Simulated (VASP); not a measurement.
Here is a VASP 6.6.1 calculation.

File INCAR:

```
SYSTEM = WC
PREC = Accurate
ENCUT = 520
EDIFF = 1E-6
ISMEAR = -1
SIGMA = 0.36
LREAL = Auto
LASPH = .True.
NELM = 80
ALGO = Normal
ISIF = 2
LWAVE = .False.
LCHARG = .False.
GGA = PS
NBANDS = 86
```

File KPOINTS:

```
regular mesh
0
Gamma
  2 2 2
  0 0 0
```

The input POSCAR:

```
WC
1.0
   -3.0444810000     -5.2731960000      0.0000000000
    4.5667220000     -2.6365980000      0.0000000000
    0.0000000000      0.0000000000      5.9459940000
W C
8 8
Direct
    0.7563793203      0.5267635012     -0.0119239945
    0.7576219030      0.4950740354      0.5131185803
    0.4985684621     -0.0278575726     -0.0056676815
    0.4924228101     -0.0072980380      0.4861928889
    0.2671107157      0.5164127571      0.0002690887
    0.2450683645      0.5299656908      0.4971078006
   -0.0043690319     -0.0191387684      0.0043390558
   -0.0158971507     -0.0211527159      0.5151199278
    0.5539933941      0.6497707464      0.2656578530
    0.4833143222      0.7372336812      0.7363445035
    0.2090087278      0.2091923048      0.2739323316
    0.2320915825      0.1725085112      0.7425839986
    0.0753202610      0.6603666927      0.2329972079
   -0.0087273289      0.6821369492      0.7535157284
    0.7221128003      0.1699378023      0.2637405958
    0.7800776371      0.1630122317      0.7534148201
```

Potentials or basis: VASP PAW PBE potentials, release 64 (W_sv, C).

Launch:

```console
$ cat potpaw_PBE.64/W_sv/POTCAR potpaw_PBE.64/C/POTCAR > POTCAR
$ mpirun -np 1 vasp_std > vasp.out
```

**Question.** What does it give for the largest force?

**Answer.** 5.427 eV/Å.

**Question.** Predict the band gap on the k mesh.

**Answer.** Zero (band 72 reaches 9.59 eV, above the bottom of band 73 at 9.23 eV).

Forces on the atoms (eV/Å):
```
W   -2.660  1.027  1.189
W   -0.275  0.375 -0.682
W    3.455 -2.560  1.587
W    2.508 -1.292  0.276
W   -1.830  1.054 -1.823
W   -3.301 -0.044  1.839
W    2.125 -2.046  0.321
W    2.105 -2.871 -2.023
C    2.748  1.545 -0.972
C   -4.945  2.038  0.387
C   -2.664  0.007 -0.988
C   -0.476 -0.492  0.720
C    4.465  3.060  0.388
C   -1.307 -0.110  0.019
C   -1.468 -1.237 -0.553
C    1.522  1.544  0.315
```

Caveat: the k points lie up to 0.60 Å⁻¹ apart; the PAW data sets were made with another functional, which shifts forces and pressure a little; spin-orbit coupling is left out, which moves the levels of the heavy elements.
